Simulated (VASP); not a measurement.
# HfZrSe4 (P-3m1) in VASP: further runs

Runs on HfZrSe4. Level: PBE. Tasks: single point.

Everything below comes from runs of VASP 6.6.1. Logs are shortened: lines on timing, memory, paths and dates and some standing lists are left out, and cuts for length are marked.

## 1. The cell of the first run

Symmetry: P-3m1, No. 164, trigonal system. The conventional cell has a = 3.786 Å, b = 3.786 Å, c = 13.929 Å, α = 90.00°, β = 90.00°, γ = 120.00°. Zr (site symmetry -3m) has 6 Se at 2.70 Å within 3.6 Å. Within 3.5 Å of Hf (site symmetry -3m) lie 6 Se at 2.69 Å. Se (site symmetry 3m) has 3 Zr at 2.70 Å within 3.6 Å. Se (site symmetry 3m) has 3 Hf at 2.69 Å within 3.5 Å.

The cell was generated, and may not be a known phase.

## 2. Single point, PBE

INCAR reads:

```
PREC = Accurate
ENCUT = 520
EDIFF = 1E-6
ISMEAR = 0
SIGMA = 0.1
LREAL = F
LASPH = T
NELM = 60
ALGO = Normal
ISIF = 2
LWAVE = F
LCHARG = F
GGA = PE
NBANDS = 32
```

KPOINTS reads:

```
Automatic mesh
0
Gamma
  6 6 2
```

POSCAR reads:

```
HfZrSe4
1.0
    3.7855173000      0.0000000000      0.0000000000
   -1.8927587000      3.2783542000      0.0000000000
    0.0000000000      0.0000000000     13.9291595000
Zr Hf Se
1 1 4
Direct
    0.0000000000      0.0000000000      0.0000000000
    0.0000000000      0.0000000000      0.5000000000
    0.3333333000      0.6666667000      0.8859410000
    0.3333333000      0.6666667000      0.3872710000
    0.6666667000      0.3333333000      0.6127290000
    0.6666667000      0.3333333000      0.1140590000
```

Potentials or basis: VASP PAW PBE potentials, release 64 (Zr_sv, Hf_pv, Se).

Started as:

```sh
> cat potpaw_PBE.64/Zr_sv/POTCAR potpaw_PBE.64/Hf_pv/POTCAR potpaw_PBE.64/Se/POTCAR > POTCAR
> mpirun -np 1 vasp_std > vasp.out
```

OUTCAR:

```text
PREC = Accurate
   ENCUT = 520
   EDIFF = 1E-6
   ISMEAR = 0
   LREAL = F
   LASPH = T
   NELM = 60
   ISIF = 2
   GGA = PE

 ion  position               nearest neighbor table
   1  0.000  0.000  0.000-   3 2.70   6 2.70   6 2.70   3 2.70   6 2.70   3 2.70
   2  0.000  0.000  0.500-   4 2.69   5 2.69   5 2.69   4 2.69   5 2.69   4 2.69
   3  0.333  0.667  0.886-   1 2.70   1 2.70   1 2.70
   4  0.333  0.667  0.387-   2 2.69   2 2.69   2 2.69
   5  0.667  0.333  0.613-   2 2.69   2 2.69   2 2.69
   6  0.667  0.333  0.114-   1 2.70   1 2.70   1 2.70

  LATTYP: Found a hexagonal cell.
 ALAT       =     3.7855173000
 C/A-ratio  =     3.6795920864

  Lattice vectors:

 A1 = (   3.7855173000,   0.0000000000,   0.0000000000)
 A2 = (  -1.8927587000,   3.2783542000,   0.0000000000)
 A3 = (   0.0000000000,   0.0000000000,  13.9291595000)

Analysis of symmetry for initial positions (statically):
=====================================================================
 Subroutine PRICEL returns:
 Original cell was already a primitive cell.

 Routine SETGRP: Setting up the symmetry group for a
 hexagonal supercell.

 Subroutine GETGRP returns: Found 12 space group operations
 (whereof 12 operations were pure point group operations)
 out of a pool of 24 trial point group operations.

The static configuration has the point symmetry D_3d.

Analysis of symmetry for dynamics (positions and initial velocities):
=====================================================================
 Subroutine PRICEL returns:
 Original cell was already a primitive cell.

 Routine SETGRP: Setting up the symmetry group for a
 hexagonal supercell.

 Subroutine GETGRP returns: Found 12 space group operations
 (whereof 12 operations were pure point group operations)
 out of a pool of 24 trial point group operations.

The dynamic configuration has the point symmetry D_3d.

 Subroutine INISYM returns: Found 12 space group operations
 (whereof 12 operations are pure point group operations),
 and found     1 'primitive' translations

----------------------------------------------------------------------------------------

                                     Primitive cell

  volume of cell :     172.8646

  direct lattice vectors                    reciprocal lattice vectors
     3.785517300  0.000000000  0.000000000     0.264164689  0.152515556  0.000000000
    -1.892758700  3.278354200  0.000000000     0.000000000  0.305031104  0.000000000
     0.000000000  0.000000000 13.929159500     0.000000000  0.000000000  0.071791841

  length of vectors
     3.785517300  3.785517370 13.929159500     0.305031109  0.305031104  0.071791841

  position of ions in fractional coordinates (direct lattice)
     0.000000000  0.000000000  0.000000000
     0.000000000  0.000000000  0.500000000
     0.333333300  0.666666700  0.885941000
     0.333333300  0.666666700  0.387271000
     0.666666700  0.333333300  0.612729000
     0.666666700  0.333333300  0.114059000

  ion indices of the primitive-cell ions
   primitive index   ion index
                 1           1
                 2           2
                 3           3
                 4           4
                 5           5
                 6           6

----------------------------------------------------------------------------------------

 KPOINTS: Automatic mesh

Automatic generation of k-mesh.
 Grid dimensions read from file:
 generate k-points for:    6    6    2

 Generating k-lattice:

  Cartesian coordinates                     Fractional coordinates (reciprocal lattice)
     0.044027448  0.025419259  0.000000000     0.166666667 -0.000000000  0.000000000
     0.000000000  0.050838517  0.000000000     0.000000000  0.166666667  0.000000000
     0.000000000  0.000000000  0.035895920     0.000000000  0.000000000  0.500000000

  Length of vectors
     0.050838518  0.050838517  0.035895920

  Shift w.r.t. Gamma in fractional coordinates (k-lattice)
     0.000000000  0.000000000  0.000000000

 Subroutine IBZKPT returns following result:
 ===========================================

 Found     14 irreducible k-points:

 Following reciprocal coordinates:
            Coordinates               Weight
  0.000000  0.000000  0.000000      1.000000
  0.166667  0.000000  0.000000      6.000000
  0.333333  0.000000  0.000000      6.000000
  0.500000  0.000000  0.000000      3.000000
  0.166667  0.166667  0.000000      6.000000
  0.333333  0.166667  0.000000     12.000000
  0.333333  0.333333  0.000000      2.000000
  0.000000  0.000000  0.500000      1.000000
  0.166667  0.000000  0.500000      6.000000
  0.333333  0.000000  0.500000      6.000000
  0.500000  0.000000  0.500000      3.000000
  0.166667  0.166667  0.500000      6.000000
  0.333333  0.166667  0.500000     12.000000
  0.333333  0.333333  0.500000      2.000000
   k-points           NKPTS =     14   k-points in BZ     NKDIM =     14   number of bands    NBANDS=     32
   number of dos      NEDOS =    301   number of ions     NIONS =      6
   total plane-waves  NPLWV =  84672
   dimension x,y,z NGX =    28 NGY =   28 NGZ =  108
   dimension x,y,z NGXF=    56 NGYF=   56 NGZF=  216
   ions per type =               1   1   4
   NGX,Y,Z   is equivalent  to a cutoff of  12.30, 12.30, 12.89 a.u.
   NGXF,Y,Z  is equivalent  to a cutoff of  24.59, 24.59, 25.78 a.u.
 SYSTEM =  unknown system
   PREC   = accura    normal or accurate (medium, high low for compatibility)
   ISTART =      0    job   : 0-new  1-cont  2-samecut
   ICHARG =      2    charge: 1-file 2-atom 10-const
   ISPIN  =      1    spin polarized calculation?
   LNONCOLLINEAR =      F non collinear calculations
   LSORBIT =      F    spin-orbit coupling
   LASPH  =      T    aspherical Exc in radial PAW
   ENCUT  =  520.0 eV  38.22 Ry    6.18 a.u.   7.04  7.04 25.90*2*pi/ulx,y,z
   NELM   =     60;   NELMIN=  2; NELMDL= -5     # of ELM steps
   EDIFF  = 0.1E-05   stopping-criterion for ELM
   LREAL  =      F    real-space projection
   EDIFFG = 0.1E-04   stopping-criterion for IOM
   NSW    =      0    number of steps for IOM
   IBRION =     -1    ionic relax: 0-MD 1-quasi-New 2-CG
   NFREE  =      0    steps in history (QN), initial steepest desc. (CG)
   ISIF   =      2    stress and relaxation
   ISYM   =      2    0-nonsym 1-usesym 2-fastsym
   POTIM  = 0.5000    time-step for ionic-motion
   TEBEG  =    0.0;   TEEND  =   0.0 temperature during run
   PSTRESS=    0.0 pullay stress
   NELECT =      46.0000    total number of electrons
   NUPDOWN=      -1.0000    fix difference up-down
   EMIN   =  10.00;   EMAX   =-10.00  energy-range for DOS
   EFERMI =   0.00;   METHOD = LEGACY
   ISMEAR =     0;   SIGMA  =   0.10  broadening in eV -4-tet -1-fermi 0-gaus
   EFERMI_NEDOS =   21; number of points for ismear=-14 and -15
   IALGO  =     38    algorithm
   IMIX   =      4    mixing-type and parameters
     AMIX     =   0.40;   BMIX     =  1.00
     AMIX_MAG =   1.60;   BMIX_MAG =  1.00
  volume/ion in A,a.u.               =      28.81       194.42
  Fermi-wavevector in a.u.,A,eV,Ry     =   1.052993  1.989868 15.086058  1.108794
  Thomas-Fermi vector in A             =   2.188097
   LORBIT       =      0    0 simple, 1 ext, 2 COOP (PROOUT), +10 PAW based schemes
   GGA     = PE    functional components
   LHFCALC =     F    Hartree Fock is set to
   AEXX    =    0.0000 exact exchange contribution
   IVDW    =     0    specifies the selected vdW correction
   LEPSILON=     F    determine dielectric tensor
   LRPA    =     F    only Hartree local field effects (RPA)
 non-spin polarized calculation
 Gauss-broadening in eV      SIGMA  =   0.10
  energy-cutoff  :      520.00
  volume of cell :      172.86
 maximum number of plane-waves:      4683
   NGX = 15   NGY = 15   NGZ = 51

 number of electron      46.0000000 magnetization

 Free energy of the ion-electron system (eV)
  ---------------------------------------------------
  ext. energy  EPLUGINS =         0.00000000
  ---------------------------------------------------
  free energy    TOTEN  =       -40.54656133 eV

  energy without entropy =      -40.54648738  energy(sigma->0) =      -40.54652435

 E-fermi :   2.7978     XC(G=0):  -8.7726

 val. band max:        2.5882693281   @ k =   0.0000   0.0000   0.0000
 cond. band min:       3.0078165235   @ k =   0.5000   0.0000   0.0000
 fundamental gap:      0.4195471954
 Fermi energy:         2.7977692757

 k-point     1 :       0.0000    0.0000    0.0000
  band No.  band energies     occupation
      1     -46.9004      2.00000
      2     -28.7609      2.00000
      3     -28.6928      2.00000
      4     -28.6928      2.00000
      5     -24.9380      2.00000
      6     -24.8268      2.00000
[... 24 lines left out ...]
     31       7.0342      0.00000
     32       7.0342      0.00000

 k-point     2 :       0.1667    0.0000    0.0000
  band No.  band energies     occupation
      1     -46.8973      2.00000
      2     -28.7549      2.00000
      3     -28.7223      2.00000
      4     -28.6995      2.00000
      5     -24.9273      2.00000
      6     -24.8728      2.00000
[... 24 lines left out ...]
     31       6.6646      0.00000
     32       6.9160      0.00000

 k-point     3 :       0.3333    0.0000    0.0000
  band No.  band energies     occupation
      1     -46.8912      2.00000
      2     -28.7809      2.00000
      3     -28.7424      2.00000
      4     -28.7129      2.00000
      5     -24.9643      2.00000
      6     -24.9050      2.00000
[... 24 lines left out ...]
     31       7.0891      0.00000
     32       7.3864      0.00000

 k-point     4 :       0.5000    0.0000    0.0000
  band No.  band energies     occupation
      1     -46.8882      2.00000
      2     -28.8096      2.00000
      3     -28.7364      2.00000
      4     -28.7195      2.00000
      5     -25.0088      2.00000
      6     -24.8943      2.00000
[... 304 lines left out ...]
     31       6.6489      0.00000
     32       6.9560      0.00000

 k-point    13 :       0.3333    0.1667    0.5000
  band No.  band energies     occupation
      1     -46.8882      2.00000
      2     -28.7944      2.00000
      3     -28.7373      2.00000
      4     -28.7341      2.00000
      5     -24.9848      2.00000
      6     -24.8960      2.00000
[... 24 lines left out ...]
     31       7.0166      0.00000
     32       7.6021      0.00000

 k-point    14 :       0.3333    0.3333    0.5000
  band No.  band energies     occupation
      1     -46.8867      2.00000
      2     -28.7736      2.00000
      3     -28.7736      2.00000
      4     -28.7336      2.00000
      5     -24.9516      2.00000
      6     -24.9516      2.00000
[... 24 lines left out ...]
     31       6.9742      0.00000
     32       7.4895      0.00000

------------------------ aborting loop because EDIFF is reached ----------------------------------------

  FORCE on cell =-STRESS in cart. coord.  units (eV):
  Direction    XX          YY          ZZ          XY          YZ          ZX
  --------------------------------------------------------------------------------------
  -------------------------------------------------------------------------------------
  Total        0.1068781      0.1068781     -0.1670950     -0.0000000      0.0000000     -0.0000000
  in kB        0.9905888      0.9905888     -1.5487025     -0.0000000      0.0000000     -0.0000000
  external PRESSURE =       0.1441583 kB  Pullay stress =       0.0000000 kB

 VOLUME and BASIS-vectors are now :
 -----------------------------------------------------------------------------
  energy-cutoff  :      520.00
  volume of cell :      172.86
      direct lattice vectors                 reciprocal lattice vectors
     3.785517300  0.000000000  0.000000000     0.264164689  0.152515556  0.000000000
    -1.892758700  3.278354200  0.000000000     0.000000000  0.305031104  0.000000000
     0.000000000  0.000000000 13.929159500     0.000000000  0.000000000  0.071791841

 POSITION                                       TOTAL-FORCE (eV/Angst)
 -----------------------------------------------------------------------------------
      0.00000      0.00000      0.00000         0.000000      0.000000      0.000000
      0.00000      0.00000      6.96458         0.000000      0.000000      0.000000
     -0.00000      2.18557     12.34041         0.000000      0.000000     -0.002632
     -0.00000      2.18557      5.39436         0.000000      0.000000      0.055585
      1.89276      1.09278      8.53480        -0.000000      0.000000     -0.055585
      1.89276      1.09278      1.58875        -0.000000     -0.000000      0.002632
 -----------------------------------------------------------------------------------
    total drift:                                0.000000     -0.000000      0.000000

  FREE ENERGIE OF THE ION-ELECTRON SYSTEM (eV)
  ---------------------------------------------------
  free  energy   TOTEN  =       -40.5465613271 eV

  energy  without entropy=      -40.5464873812  energy(sigma->0) =      -40.54652435
```

It took 55 s on 1 thread of Intel Xeon Platinum 8488C (Sapphire Rapids), shared host; peak memory 0.31 GiB.

Results:

* Free energy: -40.5466 eV
* Pressure: 0.0 GPa
* Largest force: 0.056 eV/Å
* Band gap on the k mesh: 0.42 eV (least direct gap 1.10 eV)

Forces in eV/Å, atoms in the order of the input:
```
Zr   0.000  0.000  0.000
Hf   0.000  0.000  0.000
Se   0.000  0.000 -0.003
Se   0.000  0.000  0.056
Se   0.000  0.000 -0.056
Se   0.000  0.000  0.003
```

Levels at points of the mesh, in eV from the valence-band top:
| k point | band 19 | band 20 | band 21 | band 22 | band 23 | band 24 | band 25 | band 26 | band 27 | band 28 |
| --- | --- | --- | --- | --- | --- | --- | --- | --- | --- | --- |
| (0.00, 0.00, 0.00) | -0.58 | -0.05 | -0.05 | 0.00 | 0.00 | 1.10 | 1.10 | 1.45 | 1.45 | 1.60 |
| (0.50, 0.00, 0.00) | -2.41 | -1.81 | -1.33 | -1.21 | -1.05 | 0.42 | 0.64 | 2.59 | 2.95 | 3.15 |
| (0.00, 0.00, 0.50) | -1.13 | -0.04 | -0.04 | -0.01 | -0.01 | 1.10 | 1.10 | 1.45 | 1.45 | 1.72 |
| (0.50, 0.00, 0.50) | -2.42 | -1.61 | -1.52 | -1.20 | -1.06 | 0.45 | 0.63 | 2.59 | 2.95 | 3.15 |

Caveat: semilocal functionals underestimate gaps, and a narrow one can read as zero; spin-orbit coupling is left out, which moves the levels of the heavy elements; this functional lacks dispersion, which binds layers or chains, so the pressure and a relaxed spacing across them are unreliable.

## 3. Single point, PBE

INCAR reads:

```
PREC     = Accurate       # precision mode
ENCUT    = 520            # plane-wave cutoff, eV
EDIFF    = 1E-6           # SCF threshold, eV
ISMEAR   = 0              # smearing method
SIGMA    = 0.02           # smearing width, eV
LREAL    = F              # projectors in reciprocal space
LASPH    = T              # aspherical terms in the spheres
NELM     = 80             # most SCF steps
ALGO     = Normal         # electronic algorithm
ISIF     = 2              # what is computed and relaxed
LWAVE    = F              # write WAVECAR
LCHARG   = F              # write CHGCAR
GGA      = PE             # functional
NBANDS   = 32             # bands
```

KPOINTS reads:

```
regular mesh
0
Gamma
  12 12 4
```

POSCAR reads:

```
HfZrSe4
1.0
    3.7855173299      0.0000000289      0.0000000000
   -1.8927586899      3.2783541597      0.0000000000
    0.0000000000      0.0000000000     13.9291595000
Zr Hf Se
1 1 4
Direct
    0.0000000000      0.0000000000      0.0000000000
    0.0000000000      0.0000000000      0.5000000000
    0.3333333333      0.6666666667      0.8859410000
    0.3333333333      0.6666666667      0.3872710000
    0.6666666667      0.3333333333      0.6127290000
    0.6666666667      0.3333333333      0.1140590000
```

Potentials or basis: VASP PAW PBE potentials, release 64 (Zr_sv, Hf_pv, Se).

Started as:

```sh
> cat potpaw_PBE.64/Zr_sv/POTCAR potpaw_PBE.64/Hf_pv/POTCAR potpaw_PBE.64/Se/POTCAR > POTCAR
> mpirun -np 1 vasp_std > vasp.out
```

Run time: 4 min. Hardware: 1 thread of Intel Xeon Platinum 8488C (Sapphire Rapids), shared host; peak memory 0.52 GiB.

It converged, with:

- Free energy: -40.5854 eV
- Pressure: -0.1 GPa
- Largest force: 0.043 eV/Å
- Band gap on the k mesh: 0.43 eV (least direct gap 1.11 eV)

Forces in eV/Å, atoms in the order of the input:
```
Zr   0.000  0.000  0.000
Hf   0.000  0.000  0.000
Se   0.000  0.000 -0.018
Se   0.000  0.000  0.043
Se   0.000  0.000 -0.043
Se   0.000  0.000  0.018
```

Levels at points of the mesh, in eV from the valence-band top:
| k point | band 19 | band 20 | band 21 | band 22 | band 23 | band 24 | band 25 | band 26 | band 27 | band 28 |
| --- | --- | --- | --- | --- | --- | --- | --- | --- | --- | --- |
| (0.00, 0.00, 0.00) | -0.58 | -0.05 | -0.05 | 0.00 | 0.00 | 1.11 | 1.11 | 1.47 | 1.47 | 1.61 |
| (0.50, 0.00, 0.00) | -2.40 | -1.81 | -1.33 | -1.21 | -1.05 | 0.43 | 0.66 | 2.60 | 2.97 | 3.17 |
| (0.00, 0.00, 0.50) | -1.13 | -0.04 | -0.04 | -0.01 | -0.01 | 1.12 | 1.12 | 1.47 | 1.47 | 1.73 |
| (0.50, 0.00, 0.50) | -2.42 | -1.61 | -1.52 | -1.20 | -1.06 | 0.46 | 0.65 | 2.60 | 2.97 | 3.17 |

Caveat: semilocal functionals underestimate gaps, and a narrow one can read as zero; spin-orbit coupling is left out, which moves the levels of the heavy elements; this functional lacks dispersion, which binds layers or chains, so the pressure and a relaxed spacing across them are unreliable. A k mesh can miss the band edges.

## 4. Single point, PBE

INCAR reads:

```
SYSTEM = HfZrSe4
ALGO = Normal
EDIFF = 1E-6
ENCUT = 520
GGA = PE
ISIF = 2
ISMEAR = 0
LASPH = .True.
LCHARG = .False.
LREAL = .False.
LWAVE = .False.
NBANDS = 32
NELM = 100
PREC = Accurate
SIGMA = 0.02
```

KPOINTS reads:

```
k-points
0
Gamma
  12 12 4
  0 0 0
```

POSCAR is that of step 3.

Started as:

```sh
> cat potpaw_PBE.64/Zr_sv/POTCAR potpaw_PBE.64/Hf_pv/POTCAR potpaw_PBE.64/Se/POTCAR > POTCAR
> mpirun -np 1 vasp_std > vasp.out
```

Run time: 4 min. Hardware: 1 thread of Intel Xeon Platinum 8488C (Sapphire Rapids), shared host; peak memory 0.53 GiB.

It converged, with:

```yaml
Free_energy: -40.5854 eV
Pressure: -0.1 GPa
Largest_force: 0.043 eV/Å
Band_gap_on_the_k_mesh: 0.43 eV (least direct gap 1.11 eV)
```

Forces on the atoms (eV/Å):
```
Zr   0.000  0.000  0.000
Hf   0.000  0.000  0.000
Se   0.000  0.000 -0.018
Se   0.000  0.000  0.043
Se   0.000  0.000 -0.043
Se   0.000  0.000  0.018
```

Levels at points of the mesh, in eV from the valence-band top:
```csv
k point,band 19,band 20,band 21,band 22,band 23,band 24,band 25,band 26,band 27,band 28
"(0.00, 0.00, 0.00)",-0.58,-0.05,-0.05,0.00,0.00,1.11,1.11,1.47,1.47,1.61
"(0.50, 0.00, 0.00)",-2.40,-1.81,-1.33,-1.21,-1.05,0.43,0.66,2.60,2.97,3.17
"(0.00, 0.00, 0.50)",-1.13,-0.04,-0.04,-0.01,-0.01,1.12,1.12,1.47,1.47,1.73
"(0.50, 0.00, 0.50)",-2.42,-1.61,-1.52,-1.20,-1.06,0.46,0.65,2.60,2.97,3.17
```

Caveat: semilocal functionals underestimate gaps, and a narrow one can read as zero; spin-orbit coupling is left out, which moves the levels of the heavy elements; this functional lacks dispersion, which binds layers or chains, so the pressure and a relaxed spacing across them are unreliable.
